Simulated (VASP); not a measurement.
# SnO (P4/nmm) in VASP: electric field gradients with PBE+D3(BJ)

Aim: the electric field gradients of SnO with PBE+D3(BJ).

All numbers are computed with VASP 6.6.1; they aren't measurements. Logs are shortened: lines on timing, memory, paths and dates and some standing lists are left out, and cuts for length are marked.

### 1 The cell of the first run

It takes space group P4/nmm (No. 129, tetragonal). The conventional cell has a = 3.837 Å, b = 3.837 Å, c = 4.760 Å, α = 90.00°, β = 90.00°, γ = 90.00°. Sn (site symmetry 4mm) has 4 O at 2.24 Å within 3.0 Å. Within 3.0 Å of O (site symmetry -4m2) lie 4 Sn at 2.24 Å and 4 O at 2.71 Å.

### 2 Electric field gradients, PBE+D3(BJ)

INCAR reads:

```
SYSTEM = SnO
PREC = Accurate
ENCUT = 1000
EDIFF = 1E-8
ISMEAR = 0
SIGMA = 0.05
LREAL = .False.
LASPH = .True.
NELM = 120
ALGO = Normal
ISIF = 2
LWAVE = .False.
LCHARG = .False.
GGA = PE
IVDW = 12
LEFG = .True.
NBANDS = 28
GGA_COMPAT = .False.
```

KPOINTS reads:

```
Automatic mesh
0
Gamma
  10 10 8
  0 0 0
```

POSCAR reads:

```
SnO
1.0
    3.8366801346      0.0000000000      0.0000000000
    0.0000000000      3.8366801346      0.0000000000
    0.0000000000      0.0000000000      4.7603642290
Sn O
2 2
Direct
    0.5000000000      0.0000000000      0.2434009502
    0.0000000000      0.5000000000      0.7565990498
    0.0000000000      0.0000000000      0.0000000000
    0.5000000000      0.5000000000      0.0000000000
```

Potentials or basis: VASP PAW PBE potentials, release 64 (Sn_d, O_h).

Started as:

```console
$ cat potpaw_PBE.64/Sn_d/POTCAR potpaw_PBE.64/O_h/POTCAR > POTCAR
$ mpirun -np 1 vasp_std > vasp.out
```

OUTCAR:

```text
SYSTEM = SnO
   PREC = Accurate
   ENCUT = 1000
   EDIFF = 1E-8
   ISMEAR = 0
   LREAL = .False.
   LASPH = .True.
   NELM = 120
   ISIF = 2
   GGA = PE
   IVDW = 12
 IVDW          = 12

 ion  position               nearest neighbor table
   1  0.500  0.000  0.243-   3 2.24   4 2.24   4 2.24   3 2.24   2 3.57   2 3.57   2 3.57   2 3.57
                             2 3.65   2 3.65   2 3.65   2 3.65
   2  0.000  0.500  0.757-   3 2.24   4 2.24   3 2.24   4 2.24   1 3.57   1 3.57   1 3.57   1 3.57
                             1 3.65   1 3.65   1 3.65   1 3.65
   3  0.000  0.000  0.000-   1 2.24   2 2.24   2 2.24   1 2.24
   4  0.500  0.500  0.000-   1 2.24   2 2.24   1 2.24   2 2.24

  LATTYP: Found a simple tetragonal cell.
 ALAT       =     3.8366801346
 C/A-ratio  =     1.2407508737

  Lattice vectors:

 A1 = (   3.8366801346,   0.0000000000,   0.0000000000)
 A2 = (   0.0000000000,   3.8366801346,   0.0000000000)
 A3 = (   0.0000000000,   0.0000000000,   4.7603642290)

Analysis of symmetry for initial positions (statically):
=====================================================================
 Subroutine PRICEL returns:
 Original cell was already a primitive cell.

 Routine SETGRP: Setting up the symmetry group for a
 simple tetragonal supercell.

 Subroutine GETGRP returns: Found 16 space group operations
 (whereof  8 operations were pure point group operations)
 out of a pool of 16 trial point group operations.

The static configuration has the point symmetry D_2d.
 The point group associated with its full space group is D_4h.

Analysis of symmetry for dynamics (positions and initial velocities):
=====================================================================
 Subroutine PRICEL returns:
 Original cell was already a primitive cell.

 Routine SETGRP: Setting up the symmetry group for a
 simple tetragonal supercell.

 Subroutine GETGRP returns: Found 16 space group operations
 (whereof  8 operations were pure point group operations)
 out of a pool of 16 trial point group operations.

The dynamic configuration has the point symmetry D_2d.
 The point group associated with its full space group is D_4h.

 Subroutine INISYM returns: Found 16 space group operations
 (whereof  8 operations are pure point group operations),
 and found     1 'primitive' translations

----------------------------------------------------------------------------------------

                                     Primitive cell

  volume of cell :      70.0731

  direct lattice vectors                    reciprocal lattice vectors
     3.836680135  0.000000000  0.000000000     0.260642004  0.000000000  0.000000000
     0.000000000  3.836680135  0.000000000     0.000000000  0.260642004  0.000000000
     0.000000000  0.000000000  4.760364229     0.000000000  0.000000000  0.210067959

  length of vectors
     3.836680135  3.836680135  4.760364229     0.260642004  0.260642004  0.210067959

  position of ions in fractional coordinates (direct lattice)
     0.500000000  0.000000000  0.243400950
     0.000000000  0.500000000  0.756599050
     0.000000000  0.000000000  0.000000000
     0.500000000  0.500000000  0.000000000

  ion indices of the primitive-cell ions
   primitive index   ion index
                 1           1
                 2           2
                 3           3
                 4           4

----------------------------------------------------------------------------------------

 KPOINTS: Automatic mesh

Automatic generation of k-mesh.
 Grid dimensions read from file:
 generate k-points for:   10   10    8

 Generating k-lattice:

  Cartesian coordinates                     Fractional coordinates (reciprocal lattice)
     0.026064200  0.000000000  0.000000000     0.100000000  0.000000000  0.000000000
     0.000000000  0.026064200  0.000000000     0.000000000  0.100000000  0.000000000
     0.000000000  0.000000000  0.026258495     0.000000000  0.000000000  0.125000000

[... 45 lines left out ...]
   NGXF,Y,Z  is equivalent  to a cutoff of  34.66, 34.66, 34.92 a.u.
 SYSTEM =  SnO
   PREC   = accura    normal or accurate (medium, high low for compatibility)
   ISTART =      0    job   : 0-new  1-cont  2-samecut
   ICHARG =      2    charge: 1-file 2-atom 10-const
   ISPIN  =      1    spin polarized calculation?
   LNONCOLLINEAR =      F non collinear calculations
   LSORBIT =      F    spin-orbit coupling
   LASPH  =      T    aspherical Exc in radial PAW
   ENCUT  = 1000.0 eV  73.50 Ry    8.57 a.u.   9.89  9.89 12.27*2*pi/ulx,y,z
   NELM   =    120;   NELMIN=  2; NELMDL= -5     # of ELM steps
   EDIFF  = 0.1E-07   stopping-criterion for ELM
   LREAL  =      F    real-space projection
   EDIFFG = 0.1E-06   stopping-criterion for IOM
   NSW    =      0    number of steps for IOM
   IBRION =     -1    ionic relax: 0-MD 1-quasi-New 2-CG
   NFREE  =      0    steps in history (QN), initial steepest desc. (CG)
   ISIF   =      2    stress and relaxation
   ISYM   =      2    0-nonsym 1-usesym 2-fastsym
   POTIM  = 0.5000    time-step for ionic-motion
   TEBEG  =    0.0;   TEEND  =   0.0 temperature during run
   PSTRESS=    0.0 pullay stress
   NELECT =      40.0000    total number of electrons
   NUPDOWN=      -1.0000    fix difference up-down
   EMIN   =  10.00;   EMAX   =-10.00  energy-range for DOS
   EFERMI =   0.00;   METHOD = LEGACY
   ISMEAR =     0;   SIGMA  =   0.05  broadening in eV -4-tet -1-fermi 0-gaus
   EFERMI_NEDOS =   21; number of points for ismear=-14 and -15
   IALGO  =     38    algorithm
   IMIX   =      4    mixing-type and parameters
     AMIX     =   0.40;   BMIX     =  1.00
     AMIX_MAG =   1.60;   BMIX_MAG =  1.00
  volume/ion in A,a.u.               =      17.52       118.22
  Fermi-wavevector in a.u.,A,eV,Ry     =   1.358035  2.566314 25.092677  1.844260
  Thomas-Fermi vector in A             =   2.484903
   LORBIT       =      0    0 simple, 1 ext, 2 COOP (PROOUT), +10 PAW based schemes
   GGA     = PE    functional components
   LHFCALC =     F    Hartree Fock is set to
   AEXX    =    0.0000 exact exchange contribution
   IVDW    =    12    specifies the selected vdW correction
   LEPSILON=     F    determine dielectric tensor
   LRPA    =     F    only Hartree local field effects (RPA)
 non-spin polarized calculation
 Gauss-broadening in eV      SIGMA  =   0.05
  energy-cutoff  :     1000.00
  volume of cell :       70.07
 maximum number of plane-waves:      5054
 NGX is ok and might be reduce to    40
   NGX = 19   NGY = 19   NGZ = 25

 number of electron      39.9999991 magnetization

 Free energy of the ion-electron system (eV)
  ---------------------------------------------------
  ext. energy  EPLUGINS =         0.00000000
  ---------------------------------------------------
  free energy    TOTEN  =       -22.70437115 eV

  energy without entropy =      -22.70411767  energy(sigma->0) =      -22.70424441

 E-fermi :   7.3401     XC(G=0): -10.2789

 val. band max:        7.3154388534   @ k =   0.5000   0.5000   0.0000
 cond. band min:       7.5648813073   @ k =   0.5000   0.5000   0.1250
 fundamental gap:      0.2494424539
 Fermi energy:         7.3400822335

 k-point     1 :       0.0000    0.0000    0.0000
  band No.  band energies     occupation
      1     -14.6135      2.00000
      2     -14.2212      2.00000
      3     -14.2212      2.00000
      4     -14.2120      2.00000
      5     -14.1817      2.00000
      6     -14.1732      2.00000
[... 733 lines left out ...]
     27      14.4799      0.00000
     28      16.7221      0.00000

 [... further k-points ...]

------------------------ aborting loop because EDIFF is reached ----------------------------------------

 Edisp (eV)   -0.93929

 E8    (eV) :    -0.4076

  FORCE on cell =-STRESS in cart. coord.  units (eV):
  Direction    XX          YY          ZZ          XY          YZ          ZX
  --------------------------------------------------------------------------------------
  -------------------------------------------------------------------------------------
  Total       0.12830     0.12830     0.13934     0.00000     0.00000     0.00000
  in kB       2.93361     2.93361     3.18602     0.00000     0.00000     0.00000
  external pressure =        3.02 kB  Pullay stress =        0.00 kB

 VOLUME and BASIS-vectors are now :
 -----------------------------------------------------------------------------
  energy-cutoff  :     1000.00
  volume of cell :       70.07
      direct lattice vectors                 reciprocal lattice vectors
     3.836680135  0.000000000  0.000000000     0.260642004  0.000000000  0.000000000
     0.000000000  3.836680135  0.000000000     0.000000000  0.260642004  0.000000000
     0.000000000  0.000000000  4.760364229     0.000000000  0.000000000  0.210067959

 POSITION                                       TOTAL-FORCE (eV/Angst)
 -----------------------------------------------------------------------------------
      1.91834      0.00000      1.15868        -0.000000     -0.000000      0.072146
      0.00000      1.91834      3.60169         0.000000      0.000000     -0.072146
      0.00000      0.00000      0.00000        -0.000000      0.000000      0.000000
      1.91834      1.91834      0.00000         0.000000     -0.000000      0.000000
 -----------------------------------------------------------------------------------
    total drift:                               -0.000000      0.000000      0.000000

  FREE ENERGIE OF THE ION-ELECTRON SYSTEM (eV)
  ---------------------------------------------------
  free  energy   TOTEN  =       -23.6436640394 eV

  energy  without entropy=      -23.6434105645  energy(sigma->0) =      -23.64353730

 Electric field gradients (V/A^2)
---------------------------------------------------------------------
 ion       V_xx      V_yy      V_zz      V_xy      V_xz      V_yz
---------------------------------------------------------------------
   1      79.921    79.921  -159.842     0.000    -0.000     0.000
   2      79.921    79.921  -159.842     0.000    -0.000     0.000
   3      -0.334    -0.334     0.668    -0.000    -0.000     0.000
   4      -0.334    -0.334     0.668    -0.000     0.000     0.000
---------------------------------------------------------------------

 Electric field gradients after diagonalization (V/A^2)
 (convention: |V_zz| > |V_xx| > |V_yy|)
----------------------------------------------------------------------
 ion       V_xx      V_yy      V_zz     asymmetry (V_yy - V_xx)/ V_zz
----------------------------------------------------------------------
   1      79.921    79.921  -159.842       0.000
   2      79.921    79.921  -159.842       0.000
   3      -0.334    -0.334     0.668       0.000
   4      -0.334    -0.334     0.668       0.000
----------------------------------------------------------------------

           NMR quadrupolar parameters

 Cq : quadrupolar parameter    Cq=e*Q*V_zz/h
 eta: asymmetry parameters     (V_yy - V_xx)/ V_zz
 Q  : nuclear electric quadrupole moment in mb (millibarn)
----------------------------------------------------------------------
 ion       Cq(MHz)       eta       Q (mb)
----------------------------------------------------------------------
   1      -0.386       0.000       1.000
   2      -0.386       0.000       1.000
   3       0.002       0.000       1.000
   4       0.002       0.000       1.000
----------------------------------------------------------------------
```

It took 6.6 min on 1 thread of Intel Xeon Platinum 8375C at 2.90GHz (Ice Lake), shared host; peak memory 0.59 GiB.

Results:

| Item | Value |
| --- | --- |
| Free energy | -23.6437 eV |
| Pressure | 0.3 GPa |
| Largest force | 0.072 eV/Å |
| Band gap on the k mesh | zero (filled and empty bands touch) |
| Largest electric field gradient by atom | Sn -159.8; O +0.7 V/Å² |
| Dispersion energy per atom | -0.235 eV |

Forces on the atoms (eV/Å):
```
Sn   0.000  0.000  0.072
Sn   0.000  0.000 -0.072
O    0.000  0.000  0.000
O    0.000  0.000  0.000
```

Levels at points of the mesh, in eV from the Fermi level:
| k point | band 16 | band 17 | band 18 | band 19 | band 20 | band 21 | band 22 | band 23 | band 24 | band 25 |
| --- | --- | --- | --- | --- | --- | --- | --- | --- | --- | --- |
| (0.00, 0.00, 0.00) | -6.12 | -3.37 | -3.08 | -3.08 | -0.03 | 2.13 | 4.51 | 4.51 | 4.65 | 5.84 |
| (0.50, 0.00, 0.00) | -4.85 | -4.72 | -4.72 | -2.70 | -2.70 | 3.26 | 3.26 | 5.78 | 5.78 | 6.10 |
| (0.50, 0.50, 0.00) | -4.96 | -2.43 | -2.43 | -1.88 | -1.88 | -0.02 | -0.02 | 4.52 | 4.52 | 7.42 |
| (0.00, 0.00, 0.50) | -3.45 | -3.10 | -3.10 | -3.03 | -2.11 | 1.69 | 2.80 | 2.80 | 3.54 | 8.09 |
| (0.50, 0.00, 0.50) | -5.36 | -4.67 | -4.67 | -1.70 | -1.70 | 2.67 | 2.67 | 5.25 | 5.25 | 6.72 |
| (0.50, 0.50, 0.50) | -5.49 | -2.76 | -2.76 | -2.43 | -2.43 | 2.31 | 2.31 | 4.20 | 4.20 | 5.58 |

Electric field gradients, principal values (V/Å²):
| atom | least | middle | greatest (by size) |
| --- | --- | --- | --- |
| 1 Sn | 79.921 | 79.921 | -159.842 |
| 2 Sn | 79.921 | 79.921 | -159.842 |
| 3 O | -0.334 | -0.334 | 0.668 |
| 4 O | -0.334 | -0.334 | 0.668 |

Caveat: semilocal functionals underestimate gaps, and a narrow one can read as zero; without QUAD_EFG the Cq values of the log hold for a quadrupole moment of 1 mb, not for the nuclei; spin-orbit coupling is left out, which moves the levels of the heavy elements.

The gap in the log of VASP goes by the Fermi energy; the results here count the filled bands.